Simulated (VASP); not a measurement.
LiF: single point with HSE06

LiF:

```
Li F
1.0
     3.08105    0.00000    0.00000
    -1.54053    2.66827    0.00000
     0.00000    0.00000    4.78523
Li F
2 2
Cartesian
  0.0000 1.7788 1.8301
  1.5405 0.8894 4.2227
  0.0000 1.7788 4.7496
  1.5405 0.8894 2.3570
```

```yaml
Program: VASP 6.6.1
Task: single point
Functional: HSE06
Potentials_or_basis: VASP PAW PBE potentials, release 64 (Li_sv, F)
Cutoff: 520 eV
k_mesh: 6 × 6 × 4
Occupations: gaussian, width 0.01 eV
Spin: no spin polarisation
Dipole_correction: no
Grid_for_exact_exchange_PRECFOCK: Normal
Further_INCAR_settings: ALGO = Normal; EDIFF = 1e-07; NBANDS = 18
Share_of_exact_exchange: 0.25
Screening_parameter: 0.2079 1/Å
```

```
Largest force          : 0.004 eV/Å
Band gap on the k mesh : 10.00 eV
```

Forces in eV/Å, atoms in the order of the input:
```
Li   0.000  0.000 -0.004
Li   0.000  0.000 -0.004
F    0.000  0.000  0.004
F    0.000  0.000  0.004
```

Levels at points of the mesh, in eV from the valence-band top:
| k point | band 8 | band 9 | band 10 | band 11 | band 12 | band 13 |
| --- | --- | --- | --- | --- | --- | --- |
| (0.00, 0.00, 0.00) | -0.19 | -0.19 | 0.00 | 10.00 | 14.51 | 17.80 |
| (0.50, 0.00, 0.00) | -1.10 | -0.58 | -0.43 | 13.51 | 14.58 | 17.26 |
| (0.00, 0.00, 0.50) | -0.37 | -0.37 | -0.37 | 11.78 | 11.78 | 20.21 |
| (0.50, 0.00, 0.50) | -0.77 | -0.60 | -0.60 | 13.47 | 13.47 | 17.39 |

Run time: 52 min on 1 thread of AMD EPYC 7571 (shared host), peak memory 0.23 GiB.

Caveat: the PAW data sets were made with another functional, which shifts forces and pressure a little. A k mesh can miss the band edges.
